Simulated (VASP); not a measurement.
Set up this calculation in VASP 6.6.1, as the native input.

| Quantity | Value |
| --- | --- |
| Task | single point |
| Functional | LDA |
| Potentials or basis | VASP PAW LDA potentials, release 64 (Ru_sv) |
| Cutoff | 560 eV |
| k mesh | 18 × 18 × 10 |
| Occupations | fermi-dirac, width 0.05 eV |
| Spin | no spin polarisation |
| Dipole correction | no |
| Further INCAR settings | ALGO = Normal; EDIFF = 1e-06; NBANDS = 23 |

The structure of Ru lies in POSCAR:

```
Ru
1.0
    2.4758442223      0.0000000000      0.0000000000
   -1.2379221111      2.1441439923      0.0000000000
    0.0000000000      0.0000000000      3.9439450912
Ru
2
Direct
    0.3333333333      0.6666666667      0.2500000000
    0.6666666667      0.3333333333      0.7500000000
```

The input as run:

INCAR

```
ALGO = Normal
EDIFF = 1E-6
ENCUT = 560
GGA_COMPAT = F
ISIF = 2
ISMEAR = -1
LASPH = T
LCHARG = T
LELF = T
LREAL = F
LVHAR = T
LWAVE = F
NBANDS = 23
NELM = 120
PREC = Accurate
SIGMA = 0.05
```

KPOINTS

```
k-points
0
Gamma
  18 18 10
```

Potentials or basis: VASP PAW LDA potentials, release 64 (Ru_sv).

Run with:

```console
$ cat potpaw_LDA.64/Ru_sv/POTCAR > POTCAR
$ mpirun -np 1 vasp_std > vasp.out
```

It gave:

```json
{"Pressure": "138.8 GPa", "Band gap on the k mesh": "zero (bands 16 and 17 overlap by 4.72 eV)"}
```

Caveat: the cell stands under pressure.

Wall time 35 s on 1 thread of Intel(R) Xeon(R) 6975P-C (Granite Rapids) (shared host), peak memory 0.19 GiB.
